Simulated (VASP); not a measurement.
# HfC3 (Pm-3m) in VASP: notebook

HfC3 is run at these levels: PBE; tasks: relaxation of cell and atoms, single point.

All numbers are computed with VASP 6.6.1; they aren't measurements. Logs are shortened: lines on timing, memory, paths and dates and some standing lists are left out, and cuts for length are marked.

## Step 1: The cell of the first run

Symmetry: Pm-3m, No. 221, cubic system. The conventional cell has a = 3.457 Å, b = 3.457 Å, c = 3.457 Å, α = 90.00°, β = 90.00°, γ = 90.00°. Within 3.2 Å of Hf (site symmetry m-3m) lie 12 C at 2.44 Å. C (site symmetry 4/mmm) has 4 Hf at 2.44 Å and 8 C at 2.44 Å within 3.2 Å.

## Step 2: Relaxation of cell and atoms, PBE

INCAR reads:

```
  PREC = Accurate
  ENCUT = 600
  EDIFF = 1E-6
  ISMEAR = 0
  SIGMA = 0.1
  LREAL = F
  LASPH = T
  NELM = 100
  ALGO = Normal
  ISIF = 3
  LWAVE = F
  LCHARG = F
  GGA = PE
  IBRION = 2
  NSW = 90
  EDIFFG = -0.04
```

KPOINTS reads:

```
Automatic mesh
0
Gamma
  6 6 6
```

POSCAR reads:

```
HfC3
1.0
    3.4570425756      0.0000000000      0.0000000000
    0.0000000000      3.4570425756      0.0000000000
    0.0000000000      0.0000000000      3.4570425756
Hf C
1 3
Direct
    0.0000000000      0.0000000000      0.0000000000
    0.0000000000      0.5000000000      0.5000000000
    0.5000000000      0.0000000000      0.5000000000
    0.5000000000      0.5000000000      0.0000000000
```

Potentials or basis: VASP PAW PBE potentials, release 64 (Hf_pv, C).

The run is started by

```bash
$ cat potpaw_PBE.64/Hf_pv/POTCAR potpaw_PBE.64/C/POTCAR > POTCAR
$ mpirun -np 1 vasp_std > vasp.out
```

OUTCAR:

```text
PREC = Accurate
   ENCUT = 600
   EDIFF = 1E-6
   ISMEAR = 0
   LREAL = F
   LASPH = T
   NELM = 100
   ISIF = 3
   GGA = PE
   IBRION = 2
   NSW = 90
   EDIFFG = -0.04

 ion  position               nearest neighbor table
   1  0.000  0.000  0.000-   2 2.44   3 2.44   4 2.44   2 2.44   3 2.44   2 2.44   4 2.44   2 2.44
                             3 2.44   4 2.44   3 2.44   4 2.44
   2  0.000  0.500  0.500-   1 2.44   1 2.44   1 2.44   1 2.44
   3  0.500  0.000  0.500-   1 2.44   1 2.44   1 2.44   1 2.44
   4  0.500  0.500  0.000-   1 2.44   1 2.44   1 2.44   1 2.44

  LATTYP: Found a simple cubic cell.
 ALAT       =     3.4570425756

  Lattice vectors:

 A1 = (   3.4570425756,   0.0000000000,   0.0000000000)
 A2 = (   0.0000000000,   3.4570425756,   0.0000000000)
 A3 = (   0.0000000000,   0.0000000000,   3.4570425756)

Analysis of symmetry for initial positions (statically):
=====================================================================
 Subroutine PRICEL returns:
 Original cell was already a primitive cell.

 Routine SETGRP: Setting up the symmetry group for a
 simple cubic supercell.

 Subroutine GETGRP returns: Found 48 space group operations
 (whereof 48 operations were pure point group operations)
 out of a pool of 48 trial point group operations.

The static configuration has the point symmetry O_h .

Analysis of symmetry for dynamics (positions and initial velocities):
=====================================================================
 Subroutine PRICEL returns:
 Original cell was already a primitive cell.

 Routine SETGRP: Setting up the symmetry group for a
 simple cubic supercell.

 Subroutine GETGRP returns: Found 48 space group operations
 (whereof 48 operations were pure point group operations)
 out of a pool of 48 trial point group operations.

The dynamic configuration has the point symmetry O_h .

 Subroutine INISYM returns: Found 48 space group operations
 (whereof 48 operations are pure point group operations),
 and found     1 'primitive' translations

----------------------------------------------------------------------------------------

                                     Primitive cell

  volume of cell :      41.3156

  direct lattice vectors                    reciprocal lattice vectors
     3.457042576  0.000000000  0.000000000     0.289264589  0.000000000  0.000000000
     0.000000000  3.457042576  0.000000000     0.000000000  0.289264589  0.000000000
     0.000000000  0.000000000  3.457042576     0.000000000  0.000000000  0.289264589

  length of vectors
     3.457042576  3.457042576  3.457042576     0.289264589  0.289264589  0.289264589

  position of ions in fractional coordinates (direct lattice)
     0.000000000  0.000000000  0.000000000
     0.000000000  0.500000000  0.500000000
     0.500000000  0.000000000  0.500000000
     0.500000000  0.500000000  0.000000000

  ion indices of the primitive-cell ions
   primitive index   ion index
                 1           1
                 2           2
                 3           3
                 4           4

----------------------------------------------------------------------------------------

 KPOINTS: Automatic mesh

Automatic generation of k-mesh.
 Grid dimensions read from file:
 generate k-points for:    6    6    6

 Generating k-lattice:

  Cartesian coordinates                     Fractional coordinates (reciprocal lattice)
     0.048210765  0.000000000  0.000000000     0.166666667  0.000000000  0.000000000
     0.000000000  0.048210765  0.000000000     0.000000000  0.166666667  0.000000000
     0.000000000  0.000000000  0.048210765     0.000000000  0.000000000  0.166666667

  Length of vectors
     0.048210765  0.048210765  0.048210765

  Shift w.r.t. Gamma in fractional coordinates (k-lattice)
     0.000000000  0.000000000  0.000000000

 Subroutine IBZKPT returns following result:
 ===========================================

 Found     20 irreducible k-points:

 Following reciprocal coordinates:
            Coordinates               Weight
  0.000000  0.000000  0.000000      1.000000
  0.166667  0.000000  0.000000      6.000000
  0.333333  0.000000  0.000000      6.000000
  0.500000  0.000000  0.000000      3.000000
  0.166667  0.166667  0.000000     12.000000
  0.333333  0.166667  0.000000     24.000000
[... 12 lines left out ...]
  0.500000  0.500000  0.333333      6.000000
  0.500000  0.500000  0.500000      1.000000
   k-points           NKPTS =     20   k-points in BZ     NKDIM =     20   number of bands    NBANDS=     15
   number of dos      NEDOS =    301   number of ions     NIONS =      4
   total plane-waves  NPLWV =  21952
   dimension x,y,z NGX =    28 NGY =   28 NGZ =   28
   dimension x,y,z NGXF=    56 NGYF=   56 NGZF=   56
   ions per type =               1   3
   NGX,Y,Z   is equivalent  to a cutoff of  13.46, 13.46, 13.46 a.u.
   NGXF,Y,Z  is equivalent  to a cutoff of  26.93, 26.93, 26.93 a.u.
 SYSTEM =  unknown system
   PREC   = accura    normal or accurate (medium, high low for compatibility)
   ISTART =      0    job   : 0-new  1-cont  2-samecut
   ICHARG =      2    charge: 1-file 2-atom 10-const
   ISPIN  =      1    spin polarized calculation?
   LNONCOLLINEAR =      F non collinear calculations
   LSORBIT =      F    spin-orbit coupling
   LASPH  =      T    aspherical Exc in radial PAW
   ENCUT  =  600.0 eV  44.10 Ry    6.64 a.u.   6.90  6.90  6.90*2*pi/ulx,y,z
   NELM   =    100;   NELMIN=  2; NELMDL= -5     # of ELM steps
   EDIFF  = 0.1E-05   stopping-criterion for ELM
   LREAL  =      F    real-space projection
   EDIFFG = -.4E-01   stopping-criterion for IOM
   NSW    =     90    number of steps for IOM
   IBRION =      2    ionic relax: 0-MD 1-quasi-New 2-CG
   NFREE  =      1    steps in history (QN), initial steepest desc. (CG)
   ISIF   =      3    stress and relaxation
   ISYM   =      2    0-nonsym 1-usesym 2-fastsym
   POTIM  = 0.5000    time-step for ionic-motion
   TEBEG  =    0.0;   TEEND  =   0.0 temperature during run
   PSTRESS=    0.0 pullay stress
   NELECT =      22.0000    total number of electrons
   NUPDOWN=      -1.0000    fix difference up-down
   EMIN   =  10.00;   EMAX   =-10.00  energy-range for DOS
   EFERMI =   0.00;   METHOD = LEGACY
   ISMEAR =     0;   SIGMA  =   0.10  broadening in eV -4-tet -1-fermi 0-gaus
   EFERMI_NEDOS =   21; number of points for ismear=-14 and -15
   IALGO  =     38    algorithm
   IMIX   =      4    mixing-type and parameters
     AMIX     =   0.40;   BMIX     =  1.00
     AMIX_MAG =   1.60;   BMIX_MAG =  1.00
  volume/ion in A,a.u.               =      10.33        69.70
  Fermi-wavevector in a.u.,A,eV,Ry     =   1.326919  2.507513 23.955960  1.760713
  Thomas-Fermi vector in A             =   2.456270
   LORBIT       =      0    0 simple, 1 ext, 2 COOP (PROOUT), +10 PAW based schemes
   GGA     = PE    functional components
   LHFCALC =     F    Hartree Fock is set to
   AEXX    =    0.0000 exact exchange contribution
   IVDW    =     0    specifies the selected vdW correction
   LEPSILON=     F    determine dielectric tensor
   LRPA    =     F    only Hartree local field effects (RPA)
 conjugate gradient relaxation of ions
 non-spin polarized calculation
 Gauss-broadening in eV      SIGMA  =   0.10
  energy-cutoff  :      600.00
  volume of cell :       41.32
 maximum number of plane-waves:      1409
 NGX is ok and might be reduce to    28
   NGX = 13   NGY = 13   NGZ = 13

--------------------------------------- Ionic step        1  -------------------------------------------

 number of electron      21.9999999 magnetization

 Free energy of the ion-electron system (eV)
  ---------------------------------------------------
  ext. energy  EPLUGINS =         0.00000000
  ---------------------------------------------------
  free energy    TOTEN  =       -30.49690824 eV

  energy without entropy =      -30.48647980  energy(sigma->0) =      -30.49169402

------------------------ aborting loop because EDIFF is reached ----------------------------------------

  FORCE on cell =-STRESS in cart. coord.  units (eV):
  Direction    XX          YY          ZZ          XY          YZ          ZX
  --------------------------------------------------------------------------------------
  -------------------------------------------------------------------------------------
  Total       -3.8663276     -3.8663276     -3.8663276      0.0000000     -0.0000000      0.0000000
  in kB     -149.9322463   -149.9322463   -149.9322463      0.0000000     -0.0000000      0.0000000
  external PRESSURE =    -149.9322463 kB  Pullay stress =       0.0000000 kB

 VOLUME and BASIS-vectors are now :
 -----------------------------------------------------------------------------
  energy-cutoff  :      600.00
  volume of cell :       41.32
      direct lattice vectors                 reciprocal lattice vectors
     3.457042576  0.000000000  0.000000000     0.289264589  0.000000000  0.000000000
     0.000000000  3.457042576  0.000000000     0.000000000  0.289264589  0.000000000
     0.000000000  0.000000000  3.457042576     0.000000000  0.000000000  0.289264589
[... 39 lines left out ...]
 POSITION                                       TOTAL-FORCE (eV/Angst)
 -----------------------------------------------------------------------------------
      0.00000      0.00000      0.00000        -0.000000      0.000000      0.000000
      0.00000      1.64792      1.64792         0.000000     -0.000000      0.000000
      1.64792      0.00000      1.64792        -0.000000     -0.000000      0.000000
      1.64792      1.64792      0.00000        -0.000000      0.000000      0.000000
 -----------------------------------------------------------------------------------
    total drift:                               -0.000000      0.000000      0.000000

  FREE ENERGIE OF THE ION-ELECTRON SYSTEM (eV)
  ---------------------------------------------------
  free  energy   TOTEN  =       -30.5534518308 eV

  energy  without entropy=      -30.5378272178  energy(sigma->0) =      -30.54563952

--------------------------------------- Ionic step        3  -------------------------------------------

 number of electron      21.9999999 magnetization

 Free energy of the ion-electron system (eV)
  ---------------------------------------------------
  ext. energy  EPLUGINS =         0.00000000
  ---------------------------------------------------
  free energy    TOTEN  =       -30.65819022 eV

  energy without entropy =      -30.64471417  energy(sigma->0) =      -30.65145219

 E-fermi :   7.1137     XC(G=0): -12.6710

 val. band max:        7.1047296936   @ k =   0.5000   0.3333   0.1667
 cond. band min:       7.1609125321   @ k =   0.3333   0.1667   0.1667
 fundamental gap:      0.0561828385
 Fermi energy:         7.1136965437

 k-point     1 :       0.0000    0.0000    0.0000
  band No.  band energies     occupation
      1     -23.1944      2.00000
      2     -23.1944      2.00000
      3     -23.1944      2.00000
      4      -8.5054      2.00000
      5      -0.8352      2.00000
      6      -0.8352      2.00000
      7       2.9171      2.00000
      8       2.9171      2.00000
      9       2.9171      2.00000
     10       7.7913      0.00000
     11       7.7913      0.00000
     12       7.7913      0.00000
     13      10.2232      0.00000
     14      10.2232      0.00000
     15      10.2232      0.00000
[... 362 lines left out ...]
 POSITION                                       TOTAL-FORCE (eV/Angst)
 -----------------------------------------------------------------------------------
      0.00000      0.00000      0.00000        -0.000000      0.000000      0.000000
      0.00000      1.68278      1.68278         0.000000     -0.000000      0.000000
      1.68278      0.00000      1.68278        -0.000000     -0.000000      0.000000
      1.68278      1.68278      0.00000        -0.000000      0.000000      0.000000
 -----------------------------------------------------------------------------------
    total drift:                               -0.000000      0.000000      0.000000

  FREE ENERGIE OF THE ION-ELECTRON SYSTEM (eV)
  ---------------------------------------------------
  free  energy   TOTEN  =       -30.6581902200 eV

  energy  without entropy=      -30.6447141682  energy(sigma->0) =      -30.65145219

 reached required accuracy - stopping structural energy minimisation
```

Run time: 31 s. Hardware: 1 thread of Intel Xeon Platinum 8488C (Sapphire Rapids), shared host; peak memory 0.17 GiB.

Results:

```yaml
Free_energy: -30.6582 eV
Relaxed_volume: 9.53 Å³/atom
Relaxed_cell: a = 3.366 Å, b = 3.366 Å, c = 3.366 Å, α = 90.00°, β = 90.00°, γ = 90.00°
Space_group_after_relaxing_to_0.1_Å: Pm-3m (No. 221)
Energy_gained_by_relaxing: 40.3 meV/atom
Ionic_steps: 3
Pressure_after_relaxing: -0.1 GPa
Band_gap_on_the_k_mesh: zero (bands 11 and 12 overlap by 4.88 eV)
```

The path:
```
step  energy change (eV)  largest force (eV/Å)  pressure (GPa)  volume (Å³)
   1              0.0000                0.0000          -14.99        41.32
   2             -0.0565                0.0000           15.37        35.80
   3             -0.1613                0.0000           -0.11        38.12
```

Final structure:
```
CELL_PARAMETERS angstrom
3.36555 0.00000 0.00000
0.00000 3.36555 0.00000
0.00000 0.00000 3.36555
ATOMIC_POSITIONS crystal
Hf 0.00000 0.00000 0.00000
C 0.00000 0.50000 0.50000
C 0.50000 0.00000 0.50000
C 0.50000 0.50000 0.00000
```

Caveat: spin-orbit coupling is left out, which moves the levels of the heavy elements.

## Step 3: Single point, PBE

This run uses another cell than the first one, of 9.61 Å³/atom.

INCAR reads:

```
ALGO     = Normal         # electronic algorithm
EDIFF    = 1E-6           # SCF threshold, eV
ENCUT    = 520            # plane-wave cutoff, eV
GGA      = PE             # functional
ISIF     = 2              # what is computed and relaxed
ISMEAR   = 0              # smearing method
LASPH    = T              # aspherical terms in the spheres
LCHARG   = T              # write CHGCAR
LELF     = T              # ELF
LREAL    = F              # projectors in reciprocal space
LVHAR    = T            
LWAVE    = F              # write WAVECAR
NBANDS   = 19             # bands
NELM     = 60             # most SCF steps
PREC     = Accurate       # precision mode
SIGMA    = 0.1            # smearing width, eV
```

KPOINTS reads:

```
k-points
0
Gamma
  14 14 14
```

POSCAR reads:

```
HfC3
1.0
    3.3743955259      0.0000000000      0.0000000000
    0.0000000000      3.3743955259      0.0000000000
    0.0000000000      0.0000000000      3.3743955259
Hf C
1 3
Direct
    0.0000000000      0.0000000000      0.0000000000
    0.0000000000      0.5000000000      0.5000000000
    0.5000000000      0.0000000000      0.5000000000
    0.5000000000      0.5000000000      0.0000000000
```

Potentials or basis: VASP PAW PBE potentials, release 64 (Hf_pv, C).

The run is started by

```bash
$ cat potpaw_PBE.64/Hf_pv/POTCAR potpaw_PBE.64/C/POTCAR > POTCAR
$ mpirun -np 1 vasp_std > vasp.out
```

It took 53 s on 1 thread of Intel Xeon Platinum 8488C (Sapphire Rapids), shared host; peak memory 0.21 GiB.

It converged, with:

```yaml
Free_energy: -30.6143 eV
Pressure: -1.4 GPa
Band_gap_on_the_k_mesh: zero (bands 11 and 12 overlap by 4.86 eV)
```

Levels at points of the mesh, in eV from the Fermi level:
```
           k point  band 9  band 10  band 11  band 12  band 13  band 14
(0.00, 0.00, 0.00)   -4.18     0.66     0.66     0.66     3.05     3.05
(0.50, 0.00, 0.00)   -4.29    -0.85    -0.85    -0.30     0.94     2.64
(0.50, 0.50, 0.00)   -3.39    -1.36    -0.48     0.08     0.08     2.23
(0.50, 0.50, 0.50)   -4.63    -4.63     4.02     4.02     4.02     4.83
```

Caveat: spin-orbit coupling is left out, which moves the levels of the heavy elements.

## Step 4: Relaxation of cell and atoms, PBE

This run uses another cell than the first one, of 9.60 Å³/atom.

INCAR reads:

```
SYSTEM = HfC3
  PREC = Accurate
  ENCUT = 600
  EDIFF = 1E-6
  ISMEAR = 0
  SIGMA = 0.1
  LREAL = .False.
  LASPH = .True.
  NELM = 60
  ALGO = Normal
  ISIF = 3
  LWAVE = .False.
  LCHARG = .False.
  GGA = PE
  IBRION = 2
  NSW = 100
  EDIFFG = -0.01
```

KPOINTS reads:

```
regular mesh
0
Gamma
  14 14 14
  0 0 0
```

POSCAR reads:

```
HfC3
1.0
    3.3734410910      0.0000000000      0.0000000000
    0.0000000000      3.3734410910      0.0000000000
    0.0000000000      0.0000000000      3.3734410910
Hf C
1 3
Direct
    0.0000000000      0.0000000000      0.0000000000
    0.0000000000      0.5000000000      0.5000000000
    0.5000000000      0.0000000000      0.5000000000
    0.5000000000      0.5000000000      0.0000000000
```

The run is started by

```bash
$ cat potpaw_PBE.64/Hf_pv/POTCAR potpaw_PBE.64/C/POTCAR > POTCAR
$ mpirun -np 1 vasp_std > vasp.out
```

Run time: 89 s. Hardware: 1 thread of Intel Xeon Platinum 8488C (Sapphire Rapids), shared host; peak memory 0.23 GiB.

Results (log left out):

* Free energy: -30.6170 eV
* Relaxed volume: 9.54 Å³/atom
* Relaxed cell: a = 3.366 Å, b = 3.366 Å, c = 3.366 Å, α = 90.00°, β = 90.00°, γ = 90.00°
* Space group after relaxing (to 0.1 Å): Pm-3m (No. 221)
* Energy gained by relaxing: 0.3 meV/atom
* Ionic steps: 3
* Pressure after relaxing: 0.0 GPa
* Band gap on the k mesh: zero (bands 11 and 12 overlap by 4.90 eV)

Step by step:
```csv
step,energy change (eV),largest force (eV/Å),pressure (GPa),volume (Å³)
1,0.0000,0.0000,-1.33,38.39
2,-0.0003,0.0000,1.15,37.95
3,-0.0010,0.0000,0.01,38.15
```

Final structure:
```xyz
4
Lattice="3.3663 0.0000 0.0000 0.0000 3.3663 0.0000 0.0000 0.0000 3.3663" Properties=species:S:1:pos:R:3 pbc="T T T"
Hf    0.0000    0.0000    0.0000
C     0.0000    1.6832    1.6832
C     1.6832    0.0000    1.6832
C     1.6832    1.6832    0.0000
```

Levels at points of the mesh, in eV from the Fermi level:
```tsv
k point	band 9	band 10	band 11	band 12	band 13	band 14
(0.00, 0.00, 0.00)	-4.21	0.66	0.66	0.66	3.06	3.06
(0.50, 0.00, 0.00)	-4.33	-0.86	-0.86	-0.28	0.94	2.65
(0.50, 0.50, 0.00)	-3.42	-1.37	-0.50	0.09	0.09	2.25
(0.50, 0.50, 0.50)	-4.65	-4.65	4.04	4.04	4.04	4.86
```

Caveat: spin-orbit coupling is left out, which moves the levels of the heavy elements.

## Step 5: Overview

```tsv
task	cell	k mesh	cutoff (eV)	gap on the mesh (eV)	pressure (GPa)	relaxed volume (Å³/atom)
relaxation of cell and atoms	relaxed from a = 3.457 Å, 4 atoms	6 × 6 × 6	600	none	-0.1	9.53
single point	a = 3.374 Å, 4 atoms	14 × 14 × 14	520	none	-1.4	-
relaxation of cell and atoms	relaxed from a = 3.373 Å, 4 atoms	14 × 14 × 14	600	none	0.0	9.54
```

Alike in all rows: level PBE; potentials or basis VASP PAW PBE potentials, release 64 (Hf_pv, C); no spin polarisation; smearing gaussian 0.1 eV.

Caveats: spin-orbit coupling is left out, which moves the levels of the heavy elements.

Total energies depend on the potentials used, so only differences within one code and one set of settings carry meaning.

The gap in the log of VASP goes by the Fermi energy; the results here count the filled bands.